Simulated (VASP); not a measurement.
# ZnC in VASP: a series of runs, part 2 of 2

VASP 6.6.1. The steps go on from the part before.

**4. Single point, PBE**

This run uses another cell than the first one: it holds 8 atoms, not 2.

Input file INCAR:

```
ALGO = Normal ; EDIFF = 1E-7
ENCUT = 520 ; GGA = PE
ISIF = 2 ; ISMEAR = 0
LASPH = T ; LCHARG = F
LREAL = F ; LWAVE = F
NBANDS = 42 ; NELM = 100
PREC = Accurate ; SIGMA = 0.1
```

Input file KPOINTS:

```
k-points
0
Gamma
  4 4 4
```

Input file POSCAR:

```
ZnC
1.0
    4.3968044212      0.0000000000      0.0000000000
    0.0000000000      4.3968044212      0.0000000000
    0.0000000000      0.0000000000      4.3968044212
Zn C
4 4
Direct
    0.2500127594      0.2500127594      0.2500127594
    0.2499872406      0.7499872406      0.7500127594
    0.7500127594      0.2499872406      0.7499872406
    0.7499872406      0.7500127594      0.2499872406
    0.7499930272      0.7499930272      0.7499930272
    0.7500069728      0.2500069728      0.2499930272
    0.2499930272      0.7500069728      0.2500069728
    0.2500069728      0.2499930272      0.7500069728
```

Potentials or basis: VASP PAW PBE potentials, release 64 (Zn, C).

Launch:

```sh
> cat potpaw_PBE.64/Zn/POTCAR potpaw_PBE.64/C/POTCAR > POTCAR
> mpirun -np 1 vasp_std > vasp.out
```

OUTCAR:

```text
EDIFF = 1E-7
   ENCUT = 520
   GGA = PE
   ISIF = 2
   ISMEAR = 0
   LASPH = T
   LREAL = F
   NELM = 100
   PREC = Accurate

 ion  position               nearest neighbor table
   1  0.250  0.250  0.250-   6 2.20   7 2.20   8 2.20   8 2.20   7 2.20   6 2.20
   2  0.250  0.750  0.750-   5 2.20   7 2.20   8 2.20   8 2.20   5 2.20   7 2.20
   3  0.750  0.250  0.750-   5 2.20   6 2.20   8 2.20   6 2.20   5 2.20   8 2.20
   4  0.750  0.750  0.250-   5 2.20   6 2.20   7 2.20   5 2.20   7 2.20   6 2.20
   5  0.750  0.750  0.750-   2 2.20   3 2.20   4 2.20   4 2.20   3 2.20   2 2.20
   6  0.750  0.250  0.250-   1 2.20   3 2.20   4 2.20   4 2.20   1 2.20   3 2.20
   7  0.250  0.750  0.250-   1 2.20   2 2.20   4 2.20   2 2.20   1 2.20   4 2.20
   8  0.250  0.250  0.750-   1 2.20   2 2.20   3 2.20   1 2.20   3 2.20   2 2.20

  LATTYP: Found a simple cubic cell.
 ALAT       =     4.3968044212

  Lattice vectors:

 A1 = (   4.3968044212,   0.0000000000,   0.0000000000)
 A2 = (   0.0000000000,   4.3968044212,   0.0000000000)
 A3 = (   0.0000000000,   0.0000000000,   4.3968044212)

Analysis of symmetry for initial positions (statically):
=====================================================================
 Subroutine PRICEL returns:
 Original cell was already a primitive cell.

 Routine SETGRP: Setting up the symmetry group for a
 simple cubic supercell.

 Subroutine GETGRP returns: Found 12 space group operations
 (whereof  3 operations were pure point group operations)
 out of a pool of 48 trial point group operations.

The static configuration has the point symmetry C_3 .
 The point group associated with its full space group is T   .

Analysis of symmetry for dynamics (positions and initial velocities):
=====================================================================
 Subroutine PRICEL returns:
 Original cell was already a primitive cell.
[... 130 lines left out ...]
  Thomas-Fermi vector in A             =   2.602272
   LORBIT       =      0    0 simple, 1 ext, 2 COOP (PROOUT), +10 PAW based schemes
   GGA     = PE    functional components
   LHFCALC =     F    Hartree Fock is set to
   AEXX    =    0.0000 exact exchange contribution
   IVDW    =     0    specifies the selected vdW correction
   LEPSILON=     F    determine dielectric tensor
   LRPA    =     F    only Hartree local field effects (RPA)
 non-spin polarized calculation
 Gauss-broadening in eV      SIGMA  =   0.10
  energy-cutoff  :      520.00
  volume of cell :       85.00
 maximum number of plane-waves:      2320
 NGX is ok and might be reduce to    36

 number of electron      63.9999970 magnetization

 Free energy of the ion-electron system (eV)
  ---------------------------------------------------
  ext. energy  EPLUGINS =         0.00000000
  ---------------------------------------------------
  free energy    TOTEN  =       -28.04157014 eV

  energy without entropy =      -28.02252763  energy(sigma->0) =      -28.03204889

 E-fermi :   3.7182     XC(G=0): -12.1175

 val. band max:        3.7150435123   @ k =   0.5000   0.0000   0.0000
 cond. band min:       3.8777551558   @ k =   0.2500   0.2500   0.2500
 fundamental gap:      0.1627116435
 Fermi energy:         3.7182221014

 k-point     1 :       0.0000    0.0000    0.0000
  band No.  band energies     occupation
      1      -9.9094      2.00000
      2      -6.7292      2.00000
      3      -6.7292      2.00000
      4      -6.7292      2.00000
      5      -3.2827      2.00000
      6      -3.2827      2.00000
[... 484 lines left out ...]
     41      13.9517      0.00000
     42      13.9517      0.00000

------------------------ aborting loop because EDIFF is reached ----------------------------------------

  FORCE on cell =-STRESS in cart. coord.  units (eV):
  Direction    XX          YY          ZZ          XY          YZ          ZX
  --------------------------------------------------------------------------------------
  -------------------------------------------------------------------------------------
  Total        0.4579508      0.4579508      0.4579508     -0.0000000      0.0000000      0.0000000
  in kB        8.6321302      8.6321302      8.6321302     -0.0000000      0.0000000      0.0000000
  external PRESSURE =       8.6321302 kB  Pullay stress =       0.0000000 kB

 VOLUME and BASIS-vectors are now :
 -----------------------------------------------------------------------------
  energy-cutoff  :      520.00
  volume of cell :       85.00
      direct lattice vectors                 reciprocal lattice vectors
     4.396804421  0.000000000  0.000000000     0.227437908  0.000000000  0.000000000
     0.000000000  4.396804421  0.000000000     0.000000000  0.227437908  0.000000000
     0.000000000  0.000000000  4.396804421     0.000000000  0.000000000  0.227437908

 POSITION                                       TOTAL-FORCE (eV/Angst)
 -----------------------------------------------------------------------------------
      1.09926      1.09926      1.09926        -0.000234     -0.000234     -0.000234
      1.09915      3.29755      3.29766         0.000234      0.000234     -0.000234
      3.29766      1.09915      3.29755        -0.000234      0.000234      0.000234
      3.29755      3.29766      1.09915         0.000234     -0.000234      0.000234
      3.29757      3.29757      3.29757        -0.000048     -0.000048     -0.000048
      3.29763      1.09923      1.09917         0.000048      0.000048     -0.000048
      1.09917      3.29763      1.09923        -0.000048      0.000048      0.000048
      1.09923      1.09917      3.29763         0.000048     -0.000048      0.000048
 -----------------------------------------------------------------------------------
    total drift:                               -0.000000     -0.000000     -0.000000

  FREE ENERGIE OF THE ION-ELECTRON SYSTEM (eV)
  ---------------------------------------------------
  free  energy   TOTEN  =       -28.0415701433 eV

  energy  without entropy=      -28.0225276324  energy(sigma->0) =      -28.03204889
```

OSZICAR:

```text
N       E                     dE             d eps       ncg     rms          rms(c)
DAV:   1     0.498115611061E+03    0.49812E+03   -0.29838E+04   924   0.223E+03
DAV:   2     0.300611471522E+02   -0.46805E+03   -0.44693E+03   924   0.469E+02
DAV:   3    -0.283057418234E+02   -0.58367E+02   -0.55549E+02  1024   0.150E+02
DAV:   4    -0.314278525200E+02   -0.31221E+01   -0.30814E+01  1070   0.320E+01
DAV:   5    -0.314955044392E+02   -0.67652E-01   -0.67601E-01  1074   0.478E+00    0.149E+01
DAV:   6    -0.283961375499E+02    0.30994E+01   -0.16394E+01  1328   0.856E+01    0.135E+01
DAV:   7    -0.280486511683E+02    0.34749E+00   -0.46223E+00  1124   0.282E+01    0.614E+00
DAV:   8    -0.280438528210E+02    0.47983E-02   -0.32333E-01  1192   0.585E+00    0.204E+00
DAV:   9    -0.280413885062E+02    0.24643E-02   -0.38766E-02  1166   0.218E+00    0.131E-01
DAV:  10    -0.280415883035E+02   -0.19980E-03   -0.43405E-03  1274   0.523E-01    0.603E-02
DAV:  11    -0.280415871397E+02    0.11638E-05   -0.84082E-04  1016   0.242E-01    0.350E-02
DAV:  12    -0.280415716465E+02    0.15493E-04   -0.66858E-05  1324   0.494E-02    0.995E-03
DAV:  13    -0.280415699998E+02    0.16467E-05   -0.18560E-05  1354   0.283E-02    0.550E-03
DAV:  14    -0.280415700721E+02   -0.72288E-07   -0.30100E-06   966   0.124E-02    0.202E-03
DAV:  15    -0.280415701433E+02   -0.71258E-07   -0.13964E-07   656   0.411E-03
   1 F= -.28041570E+02 E0= -.28032049E+02  d E =-.190425E-01
```

stdout:

```text
POSCAR found type information on POSCAR ZnC
 POSCAR found :  2 types and       8 ions
 scaLAPACK will be used
 LDA part: xc-table for (Slater+PW92), standard interpolation
 POSCAR, INCAR and KPOINTS ok, starting setup
 FFT: planning ... GRIDC
 FFT: planning ... GRID_SOFT
 FFT: planning ... GRID
 WAVECAR not read
 entering main loop
```

Wall time 49 s (1 thread of Intel Xeon 6975P-C, shared host); peak memory 0.21 GiB.

Results:

```yaml
Free_energy: -28.0416 eV
Pressure: 0.9 GPa
Band_gap_on_the_k_mesh: zero (band 32 reaches 5.73 eV, above the bottom of band 33 at 2.41 eV)
```

**5. Single point, PBE**

Input file INCAR:

```
SYSTEM = ZnC
PREC     = Accurate       ! precision mode
ENCUT    = 520            ! plane-wave cutoff, eV
EDIFF    = 1E-7           ! SCF threshold, eV
ISMEAR   = 0              ! smearing method
SIGMA    = 0.1            ! smearing width, eV
LREAL    = .FALSE.        ! projectors in reciprocal space
LASPH    = .TRUE.         ! aspherical terms in the spheres
NELM     = 100            ! most SCF steps
ALGO     = Normal         ! electronic algorithm
ISIF     = 2              ! what is computed and relaxed
LWAVE    = .FALSE.        ! write WAVECAR
LCHARG   = .TRUE.         ! write CHGCAR
GGA      = PE             ! functional
LELF     = .TRUE.         ! ELF
LVHAR    = .TRUE.       
NBANDS   = 15             ! bands
```

Input file KPOINTS:

```
Automatic mesh
0
G
  22 22 22
  0 0 0
```

Input file POSCAR:

```
ZnC
1.0
    0.0000000000      2.1947432729      2.1947432729
    2.1947432729      0.0000000000      2.1947432729
    2.1947432729      2.1947432729      0.0000000000
Zn C
1 1
Direct
    0.0000000000      0.0000000000      0.0000000000
    0.5000000000      0.5000000000      0.5000000000
```

Launch:

```sh
> cat potpaw_PBE.64/Zn/POTCAR potpaw_PBE.64/C/POTCAR > POTCAR
> mpirun -np 1 vasp_std > vasp.out
```

Wall time 67 s (1 thread of Intel Xeon 6975P-C, shared host); peak memory 0.22 GiB.

It converged, with:

```
Free energy            : -7.0334 eV
Pressure               : 0.8 GPa
Band gap on the k mesh : zero (band 8 reaches 5.78 eV, above the bottom of band 9 at 1.53 eV)
```

Levels at points of the mesh, in eV from the Fermi level:
| k point | band 6 | band 7 | band 8 | band 9 | band 10 | band 11 |
| --- | --- | --- | --- | --- | --- | --- |
| (0.00, 0.00, 0.00) | -6.64 | 1.19 | 1.19 | 1.19 | 6.77 | 15.06 |
| (0.50, 0.00, 0.00) | -6.39 | -4.88 | 1.98 | 1.98 | 7.13 | 10.22 |
| (0.50, 0.50, 0.00) | -5.34 | -4.60 | -1.36 | -1.36 | 3.34 | 8.87 |

**6. Single point, PBE**

Input file INCAR:

```
ALGO     = Normal         # electronic algorithm
EDIFF    = 1E-6           # SCF threshold, eV
ENCUT    = 520            # plane-wave cutoff, eV
GGA      = PE             # functional
ISIF     = 2              # what is computed and relaxed
ISMEAR   = 0              # smearing method
LASPH    = True           # aspherical terms in the spheres
LCHARG   = False          # write CHGCAR
LREAL    = False          # projectors in reciprocal space
LWAVE    = False          # write WAVECAR
NBANDS   = 15             # bands
NELM     = 80             # most SCF steps
PREC     = Accurate       # precision mode
SIGMA    = 0.1            # smearing width, eV
```

Input file KPOINTS:

```
k-points
0
Gamma
  22 22 22
```

Input file POSCAR:

```
ZnC
1.0
    0.0000000000      2.1945704506      2.1945704506
    2.1945704506      0.0000000000      2.1945704506
    2.1945704506      2.1945704506      0.0000000000
Zn C
1 1
Direct
    0.0000000000      0.0000000000      0.0000000000
    0.5000000000      0.5000000000      0.5000000000
```

Potentials or basis: VASP PAW PBE potentials, release 64 (Zn, C).

Launch:

```sh
> cat potpaw_PBE.64/Zn/POTCAR potpaw_PBE.64/C/POTCAR > POTCAR
> mpirun -np 1 vasp_std > vasp.out
```

OUTCAR:

```text
EDIFF = 1E-6
   ENCUT = 520
   GGA = PE
   ISIF = 2
   ISMEAR = 0
   LASPH = True
   LREAL = False
   NELM = 80
   PREC = Accurate

 ion  position               nearest neighbor table
   1  0.000  0.000  0.000-   2 2.19   2 2.19   2 2.19   2 2.19   2 2.19   2 2.19
   2  0.500  0.500  0.500-   1 2.19   1 2.19   1 2.19   1 2.19   1 2.19   1 2.19

  LATTYP: Found a face centered cubic cell.
 ALAT       =     4.3891409012

  Lattice vectors:

 A1 = (   0.0000000000,   2.1945704506,   2.1945704506)
 A2 = (   2.1945704506,   0.0000000000,   2.1945704506)
[... 610 lines left out ...]
     12      14.1163      0.00000
     13      15.9005      0.00000
     14      21.0571      0.00000
     15      26.2941      0.00000

 [... further k-points ...]
[... 5 lines left out ...]
  --------------------------------------------------------------------------------------
  -------------------------------------------------------------------------------------
  Total        0.0965916      0.0965916      0.0965916      0.0000000      0.0000000      0.0000000
  in kB        7.3210161      7.3210161      7.3210161      0.0000000      0.0000000      0.0000000
  external PRESSURE =       7.3210161 kB  Pullay stress =       0.0000000 kB

 VOLUME and BASIS-vectors are now :
 -----------------------------------------------------------------------------
  energy-cutoff  :      520.00
  volume of cell :       21.14
      direct lattice vectors                 reciprocal lattice vectors
     0.000000000  2.194570451  2.194570451    -0.227835019  0.227835019  0.227835019
     2.194570451  0.000000000  2.194570451     0.227835019 -0.227835019  0.227835019
     2.194570451  2.194570451  0.000000000     0.227835019  0.227835019 -0.227835019

 POSITION                                       TOTAL-FORCE (eV/Angst)
 -----------------------------------------------------------------------------------
      0.00000      0.00000      0.00000         0.000000     -0.000000     -0.000000
      2.19457      2.19457      2.19457        -0.000000      0.000000      0.000000
 -----------------------------------------------------------------------------------
    total drift:                                0.000000     -0.000000     -0.000000

  FREE ENERGIE OF THE ION-ELECTRON SYSTEM (eV)
  ---------------------------------------------------
  free  energy   TOTEN  =        -7.0333547066 eV

  energy  without entropy=       -7.0287448073  energy(sigma->0) =       -7.03104976
```

stdout:

```text
POSCAR found type information on POSCAR ZnC
 POSCAR found :  2 types and       2 ions
 scaLAPACK will be used
 LDA part: xc-table for (Slater+PW92), standard interpolation
 POSCAR, INCAR and KPOINTS ok, starting setup
 FFT: planning ... GRIDC
 FFT: planning ... GRID_SOFT
 FFT: planning ... GRID
 WAVECAR not read
 entering main loop
```

It took 60 s on 1 thread of Intel Xeon 6975P-C, shared host; peak memory 0.22 GiB.

Results:

* Free energy: -7.0334 eV
* Pressure: 0.7 GPa
* Band gap on the k mesh: zero (band 8 reaches 5.79 eV, above the bottom of band 9 at 1.53 eV)

**7. Single point, PBE**

This run uses another cell than the first one: it holds 8 atoms, not 2.

Input file INCAR:

```
SYSTEM = ZnC
  ALGO = Normal
  EDIFF = 1E-6
  ENCUT = 520
  GGA = PE
  ISIF = 2
  ISMEAR = 0
  LASPH = .True.
  LCHARG = .False.
  LREAL = .False.
  LWAVE = .False.
  NBANDS = 42
  NELM = 60
  PREC = Accurate
  SIGMA = 0.1
```

Input file KPOINTS:

```
k-points
0
Gamma
  8 6 6
  0 0 0
```

Input file POSCAR:

```
ZnC
1.0
   -2.1947432729      0.0000000000     -2.1947432729
   -2.1947432729     -4.3894865458      2.1947432729
   -2.1947432729      4.3894865458      2.1947432729
Zn C
4 4
Direct
    0.5000000000      0.5000000000      1.0000000000
    1.0000000000      0.0000000000      0.0000000000
    0.0000000000      0.5000000000      0.5000000000
    0.5000000000      1.0000000000      0.5000000000
    0.0000000000      0.7500000000      0.2500000000
    0.5000000000      0.2500000000      0.2500000000
    0.5000000000      0.7500000000      0.7500000000
    0.0000000000      0.2500000000      0.7500000000
```

Launch:

```sh
> cat potpaw_PBE.64/Zn/POTCAR potpaw_PBE.64/C/POTCAR > POTCAR
> mpirun -np 1 vasp_std > vasp.out
```

Wall time 3.3 min (1 thread of Intel Xeon 6975P-C, shared host); peak memory 0.3 GiB.

The run converged. Its results:

* Free energy: -28.1757 eV
* Pressure: 0.8 GPa
* Band gap on the k mesh: zero (band 32 reaches 5.20 eV, above the bottom of band 33 at 2.03 eV)

Levels at points of the mesh, in eV from the Fermi level:
```
           k point  band 30  band 31  band 32  band 33  band 34  band 35
(0.00, 0.00, 0.00)     1.22     1.22     1.22     2.01     2.01     2.02
(0.50, 0.00, 0.00)    -2.93    -2.25    -2.25    -1.73    -1.73     1.76
(0.00, 0.50, 0.00)    -0.97     0.15     0.15     1.58     1.58     1.59
(0.50, 0.50, 0.00)    -0.97    -0.97    -0.97     0.15     0.15     0.15
(0.00, 0.50, 0.50)    -0.53    -0.01    -0.01    -0.01    -0.01     1.77
(0.50, 0.50, 0.50)    -1.33    -1.32    -1.32     2.01     2.01     2.01
```

**8. Summary**

```tsv
task	cell	k mesh	cutoff (eV)	gap on the mesh (eV)	pressure (GPa)
single point	a = 3.103 Å, angles 60.0°, 2 atoms	6 × 6 × 6	520	none	0.8
relaxation of cell and atoms	relaxed from a = 3.144 Å, angles 60.0°, 2 atoms	6 × 6 × 6	600	none	0.0
single point	a = 4.397 Å, 8 atoms	4 × 4 × 4	520	none	0.9
single point	a = 3.104 Å, angles 60.0°, 2 atoms	22 × 22 × 22	520	none	0.7
single point	a = 3.104, b = 5.376, c = 5.376 Å, angles 109.5, 90.0, 90.0°, 8 atoms	8 × 6 × 6	520	none	0.8
```

Alike in all rows: level PBE; potentials or basis VASP PAW PBE potentials, release 64 (Zn, C); no spin polarisation; smearing gaussian 0.1 eV.

Caveats: some runs use coarse meshes.

Total energies depend on the potentials used, so only differences within one code and one set of settings carry meaning.
